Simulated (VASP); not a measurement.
# Co (P-3m1) in VASP: single point with PBE

Aim: the single point of Co with PBE.

Everything below comes from runs of VASP 6.6.1. Logs are shortened: lines on timing, memory, paths and dates and some standing lists are left out, and cuts for length are marked.

## (1) The cell of the first run

It takes space group P-3m1 (No. 164, trigonal). Conventional cell: a = 2.487 Å, b = 2.487 Å, c = 4.063 Å, α = 90.00°, β = 90.00°, γ = 120.00°. Co (site symmetry 3m) has 12 Co at 2.42 to 2.55 Å within 3.2 Å.

## (2) Single point, PBE, collinear spin, ferromagnetic start

File INCAR:

```
PREC = Accurate ; ENCUT = 520
EDIFF = 1E-7 ; ISMEAR = -1
SIGMA = 0.08 ; LREAL = False
LASPH = True ; NELM = 150
ALGO = Normal ; ISIF = 2
LWAVE = False ; LCHARG = False
ISPIN = 2 ; MAGMOM = 0.815 0.815
LORBIT = 11 ; NUPDOWN = 1.63
LMAXMIX = 4 ; GGA = PE
NBANDS = 20
```

File KPOINTS:

```
regular mesh
0
Gamma
  15 15 8
```

File POSCAR:

```
Co
1.0
    2.4873648738      0.0000000000      0.0000000000
   -1.2436824369      2.1541211692      0.0000000000
    0.0000000000      0.0000000000      4.0632895034
Co
2
Direct
    0.6666666667      0.3333333333      0.2598610000
    0.3333333333      0.6666666667      0.7401390000
```

Potentials or basis: VASP PAW PBE potentials, release 64 (Co).

Launch:

```sh
cat potpaw_PBE.64/Co/POTCAR > POTCAR
mpirun -np 1 vasp_std > vasp.out
```

OUTCAR:

```text
PREC = Accurate
   ENCUT = 520
   EDIFF = 1E-7
   ISMEAR = -1
   LREAL = False
   LASPH = True
   NELM = 150
   ISIF = 2
   ISPIN = 2
   LORBIT = 11
   NUPDOWN = 1.63
   GGA = PE

 ion  position               nearest neighbor table
   1  0.667  0.333  0.260-   2 2.42   2 2.42   2 2.42   2 2.55   2 2.55   2 2.55
   2  0.333  0.667  0.740-   1 2.42   1 2.42   1 2.42   1 2.55   1 2.55   1 2.55

  LATTYP: Found a hexagonal cell.
 ALAT       =     2.4873648738
 C/A-ratio  =     1.6335719565

  Lattice vectors:

 A1 = (   2.4873648738,   0.0000000000,   0.0000000000)
 A2 = (  -1.2436824369,   2.1541211692,   0.0000000000)
 A3 = (   0.0000000000,   0.0000000000,   4.0632895034)

Analysis of symmetry for initial positions (statically):
=====================================================================
 Subroutine PRICEL returns:
 Original cell was already a primitive cell.

 Routine SETGRP: Setting up the symmetry group for a
 hexagonal supercell.

 Subroutine GETGRP returns: Found 12 space group operations
 (whereof 12 operations were pure point group operations)
 out of a pool of 24 trial point group operations.

The static configuration has the point symmetry D_3d.

Analysis of symmetry for dynamics (positions and initial velocities):
=====================================================================
 Subroutine PRICEL returns:
 Original cell was already a primitive cell.

 Routine SETGRP: Setting up the symmetry group for a
 hexagonal supercell.

 Subroutine GETGRP returns: Found 12 space group operations
 (whereof 12 operations were pure point group operations)
 out of a pool of 24 trial point group operations.

The dynamic configuration has the point symmetry D_3d.

Analysis of structural, dynamic, and magnetic symmetry:
=====================================================================
 Subroutine PRICEL returns:
 Original cell was already a primitive cell.

 Routine SETGRP: Setting up the symmetry group for a
 hexagonal supercell.

 Subroutine GETGRP returns: Found 12 space group operations
 (whereof 12 operations were pure point group operations)
 out of a pool of 24 trial point group operations.

The overall configuration has the point symmetry D_3d.

 Subroutine INISYM returns: Found 12 space group operations
 (whereof 12 operations are pure point group operations),
 and found     1 'primitive' translations

----------------------------------------------------------------------------------------

                                     Primitive cell

  volume of cell :      21.7715

  direct lattice vectors                    reciprocal lattice vectors
     2.487364874  0.000000000  0.000000000     0.402031889  0.232113220  0.000000000
    -1.243682437  2.154121169  0.000000000     0.000000000  0.464226439  0.000000000
     0.000000000  0.000000000  4.063289503     0.000000000  0.000000000  0.246106018

  length of vectors
     2.487364874  2.487364874  4.063289503     0.464226439  0.464226439  0.246106018

  position of ions in fractional coordinates (direct lattice)
     0.666666667  0.333333333  0.259861000
     0.333333333  0.666666667  0.740139000

  ion indices of the primitive-cell ions
   primitive index   ion index
                 1           1
                 2           2

----------------------------------------------------------------------------------------

 KPOINTS: regular mesh

Automatic generation of k-mesh.
 Grid dimensions read from file:
 generate k-points for:   15   15    8

 Generating k-lattice:

  Cartesian coordinates                     Fractional coordinates (reciprocal lattice)
     0.026802126  0.015474215  0.000000000     0.066666667  0.000000000  0.000000000
     0.000000000  0.030948429  0.000000000     0.000000000  0.066666667  0.000000000
     0.000000000  0.000000000  0.030763252     0.000000000  0.000000000  0.125000000

  Length of vectors
     0.030948429  0.030948429  0.030763252

  Shift w.r.t. Gamma in fractional coordinates (k-lattice)
     0.000000000  0.000000000  0.000000000

 Subroutine IBZKPT returns following result:
 ===========================================

 Found    192 irreducible k-points:

 Following reciprocal coordinates:
            Coordinates               Weight
  0.000000  0.000000  0.000000      1.000000
  0.066667 -0.000000  0.000000      6.000000
  0.133333 -0.000000  0.000000      6.000000
  0.200000 -0.000000  0.000000      6.000000
  0.266667 -0.000000  0.000000      6.000000
  0.333333 -0.000000  0.000000      6.000000
[... 16 lines left out ...]
  0.333333  0.200000  0.000000     12.000000
  0.400000  0.200000  0.000000      6.000000
 [... further k-points ...]
   k-points           NKPTS =    192   k-points in BZ     NKDIM =    192   number of bands    NBANDS=     20
   number of dos      NEDOS =    301   number of ions     NIONS =      2
   total plane-waves  NPLWV =   9720
   dimension x,y,z NGX =    18 NGY =   18 NGZ =   30
   dimension x,y,z NGXF=    36 NGYF=   36 NGZF=   60
   ions per type =               2
   NGX,Y,Z   is equivalent  to a cutoff of  12.03, 12.03, 12.27 a.u.
   NGXF,Y,Z  is equivalent  to a cutoff of  24.06, 24.06, 24.55 a.u.
 SYSTEM =  unknown system
   PREC   = accura    normal or accurate (medium, high low for compatibility)
   ISTART =      0    job   : 0-new  1-cont  2-samecut
   ICHARG =      2    charge: 1-file 2-atom 10-const
   ISPIN  =      2    spin polarized calculation?
   LNONCOLLINEAR =      F non collinear calculations
   LSORBIT =      F    spin-orbit coupling
   LASPH  =      T    aspherical Exc in radial PAW
   ENCUT  =  520.0 eV  38.22 Ry    6.18 a.u.   4.62  4.62  7.56*2*pi/ulx,y,z
   NELM   =    150;   NELMIN=  2; NELMDL= -5     # of ELM steps
   EDIFF  = 0.1E-06   stopping-criterion for ELM
   LREAL  =      F    real-space projection
   EDIFFG = 0.1E-05   stopping-criterion for IOM
   NSW    =      0    number of steps for IOM
   IBRION =     -1    ionic relax: 0-MD 1-quasi-New 2-CG
   NFREE  =      0    steps in history (QN), initial steepest desc. (CG)
   ISIF   =      2    stress and relaxation
   ISYM   =      2    0-nonsym 1-usesym 2-fastsym
   POTIM  = 0.5000    time-step for ionic-motion
   TEBEG  =    0.0;   TEEND  =   0.0 temperature during run
   PSTRESS=    0.0 pullay stress
   NELECT =      18.0000    total number of electrons
   NUPDOWN=       1.6300    fix difference up-down
   EMIN   =  10.00;   EMAX   =-10.00  energy-range for DOS
   EFERMI =   0.00;   METHOD = LEGACY
   ISMEAR =    -1;   SIGMA  =   0.08  broadening in eV -4-tet -1-fermi 0-gaus
   EFERMI_NEDOS =   21; number of points for ismear=-14 and -15
   IALGO  =     38    algorithm
   IMIX   =      4    mixing-type and parameters
     AMIX     =   0.40;   BMIX     =  1.00
     AMIX_MAG =   1.60;   BMIX_MAG =  1.00
  volume/ion in A,a.u.               =      10.89        73.46
  Fermi-wavevector in a.u.,A,eV,Ry     =   1.536514  2.903591 32.121660  2.360875
  Thomas-Fermi vector in A             =   2.643152
   LORBIT       =     11    0 simple, 1 ext, 2 COOP (PROOUT), +10 PAW based schemes
   GGA     = PE    functional components
   LHFCALC =     F    Hartree Fock is set to
   AEXX    =    0.0000 exact exchange contribution
   IVDW    =     0    specifies the selected vdW correction
   LEPSILON=     F    determine dielectric tensor
   LRPA    =     F    only Hartree local field effects (RPA)
 spin polarized calculation
  energy-cutoff  :      520.00
  volume of cell :       21.77
 maximum number of plane-waves:       600
   NGX =  9   NGY =  9   NGZ = 15

 number of electron      17.9999996 magnetization       1.6299999

 Free energy of the ion-electron system (eV)
  ---------------------------------------------------
  ext. energy  EPLUGINS =         0.00000000
  ---------------------------------------------------
  free energy    TOTEN  =       -13.78487881 eV

  energy without entropy =      -13.67841152  energy(sigma->0) =      -13.73164517

 E-fermi :  10.2434     XC(G=0): -13.3917

 val. band max:       10.2415774242   @ k =  -0.0667   0.2667   0.3750
 cond. band min:       9.8958944603   @ k =  -0.1333   0.4000   0.3750
 fundamental gap:     -0.3456829639
 Fermi energy:         9.8942541664

 spin component 1

 k-point     1 :       0.0000    0.0000    0.0000
  band No.  band energies     occupation
      1       1.3322      1.00000
      2       5.2803      1.00000
      3       7.8913      1.00000
      4       7.9594      1.00000
      5       7.9594      1.00000
      6       8.2454      1.00000
[... 12 lines left out ...]
     19      36.3142      0.00000
     20      36.3142      0.00000
[... 507 lines left out ...]
 k-point    24 :       0.4000    0.2000    0.0000
  band No.  band energies     occupation
      1       6.0996      1.00000
      2       6.2072      1.00000
      3       6.2593      1.00000
      4       7.2156      1.00000
      5       7.6523      1.00000
      6       7.8507      1.00000
[... 12 lines left out ...]
     19      29.5983      0.00000
     20      39.1608      0.00000

 [... further k-points ...]

 spin component 2

 k-point     1 :       0.0000    0.0000    0.0000
  band No.  band energies     occupation
      1       1.2891      1.00000
      2       5.7433      1.00000
      3       8.7081      1.00000
      4       8.7826      1.00000
      5       8.7826      1.00000
      6       9.0929      1.00000
[... 12 lines left out ...]
     19      36.4234      0.00000
     20      36.4234      0.00000
[... 507 lines left out ...]
 k-point    24 :       0.4000    0.2000    0.0000
  band No.  band energies     occupation
      1       6.6635      1.00000
      2       6.7417      1.00000
      3       6.8788      1.00000
      4       7.6489      1.00000
      5       8.4785      1.00000
      6       8.6389      1.00000
[... 12 lines left out ...]
     19      29.7415      0.00000
     20      39.2722      0.00000

 [... further k-points ...]

------------------------ aborting loop because EDIFF is reached ----------------------------------------

  FORCE on cell =-STRESS in cart. coord.  units (eV):
  Direction    XX          YY          ZZ          XY          YZ          ZX
  --------------------------------------------------------------------------------------
  -------------------------------------------------------------------------------------
  Total       -1.0025849     -1.0025849     -1.4275371      0.0000000     -0.0000000      0.0000000
  in kB      -73.7809688    -73.7809688   -105.0535142      0.0000000     -0.0000000      0.0000000
  external PRESSURE =     -84.2051506 kB  Pullay stress =       0.0000000 kB

 VOLUME and BASIS-vectors are now :
 -----------------------------------------------------------------------------
  energy-cutoff  :      520.00
  volume of cell :       21.77
      direct lattice vectors                 reciprocal lattice vectors
     2.487364874  0.000000000  0.000000000     0.402031889  0.232113220  0.000000000
    -1.243682437  2.154121169  0.000000000     0.000000000  0.464226439  0.000000000
     0.000000000  0.000000000  4.063289503     0.000000000  0.000000000  0.246106018

 POSITION                                       TOTAL-FORCE (eV/Angst)
 -----------------------------------------------------------------------------------
      1.24368      0.71804      1.05589        -0.000000      0.000000     -0.604891
     -0.00000      1.43608      3.00740         0.000000     -0.000000      0.604891
 -----------------------------------------------------------------------------------
    total drift:                                0.000000     -0.000000     -0.000000

  FREE ENERGIE OF THE ION-ELECTRON SYSTEM (eV)
  ---------------------------------------------------
  free  energy   TOTEN  =       -13.7848788060 eV

  energy  without entropy=      -13.6784115244  energy(sigma->0) =      -13.73164517

 total charge

# of ion       s       p       d       tot
------------------------------------------
    1        0.482   0.513   7.278   8.273
    2        0.482   0.513   7.278   8.273
--------------------------------------------------
tot          0.964   1.027  14.556  16.547

 magnetization (x)

# of ion       s       p       d       tot
------------------------------------------
    1       -0.011  -0.037   0.880   0.831
    2       -0.011  -0.037   0.880   0.831
--------------------------------------------------
tot         -0.023  -0.074   1.759   1.663
```

Wall time 1.9 min (1 thread of Intel Xeon 6975P-C, shared host); peak memory 0.23 GiB.

What came out:

| Quantity | Value |
| --- | --- |
| Free energy | -13.7849 eV |
| Pressure | -8.4 GPa |
| Largest force | 0.605 eV/Å |
| Net moment | 1.63 μB per cell |
| Site moments | Co +0.83 μB |
| Valence electrons inside the program's atomic spheres | Co 8.27 |

Forces on the atoms (eV/Å):
```
Co   0.000  0.000 -0.605
Co   0.000  0.000  0.605
```

Caveat: the total moment is fixed, so each spin has its own Fermi level.
